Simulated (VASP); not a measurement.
Input of a VASP 6.6.1 run:

INCAR

```
ALGO = Normal
EDIFF = 1E-7
ENCUT = 520
GGA = PS
ISIF = 2
ISMEAR = 0
LASPH = T
LCHARG = F
LREAL = F
LWAVE = F
NBANDS = 26
NELM = 80
PREC = Accurate
SIGMA = 0.03
```

The input KPOINTS:

```
k-points
0
Gamma
  12 12 6
```

POSCAR

```
SiGe
1.0
    3.9005968931      0.0000000000      0.0000000000
   -1.9502984466      3.3780159994      0.0000000000
    0.0000000000      0.0000000000      6.9266472300
Si Ge
2 2
Direct
    0.6666666667      0.3333333333      0.8745463420
    0.3333333333      0.6666666667      0.3745463420
    0.6666666667      0.3333333333      0.5004526580
    0.3333333333      0.6666666667      0.0004526580
```

Potentials or basis: VASP PAW PBE potentials, release 64 (Si, Ge_d).

Command:

```sh
$ cat potpaw_PBE.64/Si/POTCAR potpaw_PBE.64/Ge_d/POTCAR > POTCAR
$ mpirun -np 1 vasp_std > vasp.out
```

**Question.** What does it give for the band gap on the k mesh?

**Answer.** 0.18 eV, direct.

**Question.** Estimate the pressure.

**Answer.** -4.4 GPa.

**Question.** Predict the largest force.

**Answer.** 0.339 eV/Å.

Forces on the atoms (eV/Å):
```
Si   0.000  0.000 -0.339
Si   0.000  0.000 -0.339
Ge   0.000  0.000  0.339
Ge   0.000  0.000  0.339
```

Caveat: the cell differs from its parent crystal (strain +0.0750 x Voigt [0, 0, 1, 0, 0, 0]); the PAW data sets were made with another functional, which shifts forces and pressure a little. A k mesh can miss the band edges.
